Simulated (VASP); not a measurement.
# NiO (Fm-3m) in VASP: a series of runs, part 2 of 2

VASP 6.6.1. The steps go on from the part before.

**3. Relaxation of cell and atoms, LDA+U, collinear spin, ferromagnetic start**

Contents of INCAR:

```
SYSTEM = NiO
PREC     = Accurate       ! precision mode
ENCUT    = 700            ! plane-wave cutoff, eV
EDIFF    = 1E-7           ! SCF threshold, eV
ISMEAR   = -1             ! smearing method
SIGMA    = 0.05           ! smearing width, eV
LREAL    = .False.        ! projectors in reciprocal space
LASPH    = .True.         ! aspherical terms in the spheres
NELM     = 200            ! most SCF steps
ALGO     = Normal         ! electronic algorithm
ISIF     = 3              ! what is computed and relaxed
LWAVE    = .False.        ! write WAVECAR
LCHARG   = .False.        ! write CHGCAR
ISPIN    = 2              ! spin polarisation
MAGMOM   = 1 0            ! initial moments
LORBIT   = 11             ! projections on sites
LMAXMIX  = 4              ! l up to which the mixer works
LDAU     = .True.         ! DFT+U
LDAUTYPE = 2            
LDAUL    = 2 -1           ! shell
LDAUU    = 4 0            ! U, eV
LDAUJ    = 0 0          
LDAUPRINT= 1            
IBRION   = 2              ! ionic algorithm
NSW      = 60             ! ionic steps
EDIFFG   = -0.01          ! ionic threshold
GGA_COMPAT= .False.      
NELMIN   = 4
```

Contents of KPOINTS:

```
Automatic mesh
0
Gamma
  11 11 11
  0 0 0
```

Contents of POSCAR:

```
NiO
1.0
    0.0000000000      2.0859016414      2.0859016414
    2.0859016414      0.0000000000      2.0859016414
    2.0859016414      2.0859016414      0.0000000000
Ni O
1 1
Direct
    0.0000000000      0.0000000000      0.0000000000
    0.5000000000      0.5000000000      0.5000000000
```

Potentials or basis: VASP PAW LDA potentials, release 64 (Ni_sv_GW, O).

Run with:

```bash
$ cat potpaw_LDA.64/Ni_sv_GW/POTCAR potpaw_LDA.64/O/POTCAR > POTCAR
$ mpirun -np 1 vasp_std > vasp.out
```

OUTCAR:

```text
SYSTEM = NiO
   PREC = Accurate
   ENCUT = 700
   EDIFF = 1E-7
   ISMEAR = -1
   LREAL = .False.
   LASPH = .True.
   NELM = 200
   ISIF = 3
   ISPIN = 2
   LORBIT = 11
   IBRION = 2
   NSW = 60
   EDIFFG = -0.01
   NELMIN = 4

 ion  position               nearest neighbor table
   1  0.000  0.000  0.000-   2 2.09   2 2.09   2 2.09   2 2.09   2 2.09   2 2.09
   2  0.500  0.500  0.500-   1 2.09   1 2.09   1 2.09   1 2.09   1 2.09   1 2.09

  LATTYP: Found a face centered cubic cell.
 ALAT       =     4.1718032828

  Lattice vectors:

 A1 = (   0.0000000000,   2.0859016414,   2.0859016414)
 A2 = (   2.0859016414,   0.0000000000,   2.0859016414)
 A3 = (   2.0859016414,   2.0859016414,   0.0000000000)

Analysis of symmetry for initial positions (statically):
=====================================================================
 Subroutine PRICEL returns:
 Original cell was already a primitive cell.

 Routine SETGRP: Setting up the symmetry group for a
 face centered cubic supercell.
[... 283 lines left out ...]
  o =  0.9318  v =  0.0000  0.7239  0.0000 -0.6899 -0.0000  0.0000  0.0000  0.0000  0.0000  0.0000      0.0000  0.0000  0.0000  0.0000  0.0000  0.0000  0.0000  0.0000  0.0000  0.0000
  o =  0.9318  v =  0.0000 -0.6899  0.0000 -0.7239  0.0000  0.0000  0.0000  0.0000  0.0000  0.0000      0.0000  0.0000  0.0000  0.0000  0.0000  0.0000  0.0000  0.0000  0.0000  0.0000
  o =  0.9318  v =  1.0000  0.0000  0.0000  0.0000  0.0000  0.0000  0.0000  0.0000  0.0000  0.0000      0.0000  0.0000  0.0000  0.0000  0.0000  0.0000  0.0000  0.0000  0.0000  0.0000
  o =  0.9674  v =  0.0000 -0.0000  0.9994  0.0000  0.0342  0.0000  0.0000  0.0000  0.0000  0.0000      0.0000  0.0000  0.0000  0.0000  0.0000  0.0000  0.0000  0.0000  0.0000  0.0000
  o =  0.9674  v =  0.0000 -0.0000  0.0342  0.0000 -0.9994  0.0000  0.0000  0.0000  0.0000  0.0000      0.0000  0.0000  0.0000  0.0000  0.0000  0.0000  0.0000  0.0000  0.0000  0.0000

--------------------------------------- Ionic step        3  -------------------------------------------

 number of electron      24.0000011 magnetization       1.9999778

 Free energy of the ion-electron system (eV)
  ---------------------------------------------------
  ext. energy  EPLUGINS =         0.00000000
  ---------------------------------------------------
  free energy    TOTEN  =       -12.31615710 eV

  energy without entropy =      -12.31614631  energy(sigma->0) =      -12.31615171

 E-fermi :   7.1941     XC(G=0): -13.8273

 val. band max:        6.8093284324   @ k =   0.4545   0.0000   0.0000
 cond. band min:       7.4803681473   @ k =   0.0000   0.0000   0.0000
 fundamental gap:      0.6710397149
 Fermi energy:         7.1941273511

 spin component 1

 k-point     1 :       0.0000    0.0000    0.0000
  band No.  band energies     occupation
      1     -96.3113      1.00000
      2     -57.2845      1.00000
      3     -57.2845      1.00000
      4     -57.2845      1.00000
      5     -13.0979      1.00000
      6       2.0943      1.00000
[... 984 lines left out ...]
  FREE ENERGIE OF THE ION-ELECTRON SYSTEM (eV)
  ---------------------------------------------------
  free  energy   TOTEN  =       -12.3161570986 eV

  energy  without entropy=      -12.3161463149  energy(sigma->0) =      -12.31615171

 reached required accuracy - stopping structural energy minimisation

 total charge

# of ion       s       p       d       f       tot
--------------------------------------------------
    1        2.165   6.247   7.760   0.011  16.183
    2        1.532   3.476   0.000   0.000   5.008
--------------------------------------------------
tot          3.697   9.723   7.760   0.011  21.191

 magnetization (x)

# of ion       s       p       d       f       tot
--------------------------------------------------
    1        0.008   0.013   1.671   0.001   1.694
    2        0.029   0.232   0.000   0.000   0.261
--------------------------------------------------
tot          0.037   0.245   1.671   0.001   1.955
```

CONTCAR:

```text
NiO
   1.00000000000000
     0.0000000000000000    2.0600142334530971    2.0600142334530971
     2.0600142334530971    0.0000000000000000    2.0600142334530971
     2.0600142334530971    2.0600142334530971   -0.0000000000000000
  Ni              O
     1     1
Direct
     0.0000000000000000    0.0000000000000000    0.0000000000000000
     0.5000000000000000    0.5000000000000000    0.5000000000000000

  0.00000000E+00  0.00000000E+00  0.00000000E+00
  0.00000000E+00  0.00000000E+00  0.00000000E+00
```

Wall time 4.4 min (1 thread of Intel Xeon Platinum 8488C (Sapphire Rapids), shared host); peak memory 0.2 GiB.

Results:

- Free energy: -12.3162 eV
- Relaxed volume: 8.74 Å³/atom
- Relaxed cell: a = 2.913 Å, b = 2.913 Å, c = 2.913 Å, α = 60.00°, β = 60.00°, γ = 60.00°
- Space group after relaxing (to 0.1 Å): Fm-3m (No. 225)
- Energy gained by relaxing: 9.0 meV/atom
- Ionic steps: 3
- Pressure after relaxing: -0.1 GPa
- Band gap on the k mesh: 0.67 eV (least direct gap 1.62 eV)
- Net moment: 2.00 μB per cell
- Site moments: Ni +1.69; O +0.26 μB
- Valence electrons inside the program's atomic spheres: Ni 16.18; O 5.01

The path:
| step | energy change (eV) | largest force (eV/Å) | pressure (GPa) | volume (Å³) |
| --- | --- | --- | --- | --- |
| 1 | 0.0000 | 0.0000 | -8.31 | 18.15 |
| 2 | -0.0045 | 0.0000 | 8.37 | 16.94 |
| 3 | -0.0180 | 0.0000 | -0.06 | 17.48 |

Final structure:
```cif
data_structure
_symmetry_space_group_name_H-M 'P 1'
_symmetry_Int_Tables_number 1
_cell_length_a 2.9133
_cell_length_b 2.9133
_cell_length_c 2.9133
_cell_angle_alpha 60.000
_cell_angle_beta 60.000
_cell_angle_gamma 60.000
_cell_volume 17.48
loop_
_atom_site_label
_atom_site_type_symbol
_atom_site_fract_x
_atom_site_fract_y
_atom_site_fract_z
_atom_site_occupancy
Ni1 Ni 0.00000 0.00000 0.00000 1
O1 O 0.50000 0.50000 0.50000 1
```

Eigenvalues of the final occupation matrices:
```csv
site,spin,trace,eigenvalues
site 1 d,1,4.73,0.93 0.93 0.93 0.97 0.97
site 1 d,2,3.06,0.15 0.15 0.92 0.92 0.92
```

Caveat: an odd mesh through Γ misses points on the zone boundary, where band edges can lie; a cell with one magnetic atom can't hold antiferromagnetic order, which such compounds often take. LDA usually gives volumes a few per cent too small.
